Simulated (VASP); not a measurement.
Write the native input for VASP 6.6.1 that does the following.

```yaml
Task: single point
Functional: PBEsol
Potentials_or_basis: VASP PAW PBE potentials, release 64 (La, P, Ru_pv, O)
Cutoff: 520 eV
k_mesh: 10 × 10 × 4
Occupations: gaussian, width 0.1 eV
Spin: no spin polarisation
Dipole_correction: no
Further_INCAR_settings: ALGO = Normal; EDIFF = 1e-06; NBANDS = 46
```

The structure of LaPRuO lies in POSCAR:

```
LaPRuO
1.0
    4.0220091369      0.0000000000      0.0000000000
    0.0000000000      4.0220091369      0.0000000000
    0.0000000000      0.0000000000      8.3509001632
La P Ru O
2 2 2 2
Direct
    0.0000000000      0.5000000000      0.8541157959
    0.5000000000      0.0000000000      0.1458842041
    0.5000000000      0.0000000000      0.6373427773
    0.0000000000      0.5000000000      0.3626572227
    0.0000000000      0.0000000000      0.5000000000
    0.5000000000      0.5000000000      0.5000000000
    0.5000000000      0.5000000000      0.0000000000
    0.0000000000      0.0000000000      0.0000000000
```

One way to write it, as run:

INCAR

```
SYSTEM = LaPRuO
  PREC = Accurate
  ENCUT = 520
  EDIFF = 1E-6
  ISMEAR = 0
  SIGMA = 0.1
  LREAL = .False.
  LASPH = .True.
  NELM = 80
  ALGO = Normal
  ISIF = 2
  LWAVE = .False.
  LCHARG = .True.
  GGA = PS
  LELF = .True.
  LVHAR = .True.
  NBANDS = 46
```

KPOINTS

```
regular mesh
0
Gamma
  10 10 4
  0 0 0
```

Potentials or basis: VASP PAW PBE potentials, release 64 (La, P, Ru_pv, O).

Command:

```console
$ cat potpaw_PBE.64/La/POTCAR potpaw_PBE.64/P/POTCAR potpaw_PBE.64/Ru_pv/POTCAR potpaw_PBE.64/O/POTCAR > POTCAR
$ mpirun -np 1 vasp_std > vasp.out
```

Results of the run:

```yaml
Pressure: -0.1 GPa
Largest_force: 0.021 eV/Å
Band_gap_on_the_k_mesh: zero (bands 36 and 37 overlap by 1.02 eV)
```

Caveat: the PAW data sets were made with another functional, which shifts forces and pressure a little; spin-orbit coupling is left out, which moves the levels of the heavy elements.

Wall time 6.3 min on 1 thread of AMD EPYC 7R43 64-Core Processor (Zen 3), with other jobs on the host, peak memory 0.47 GiB.
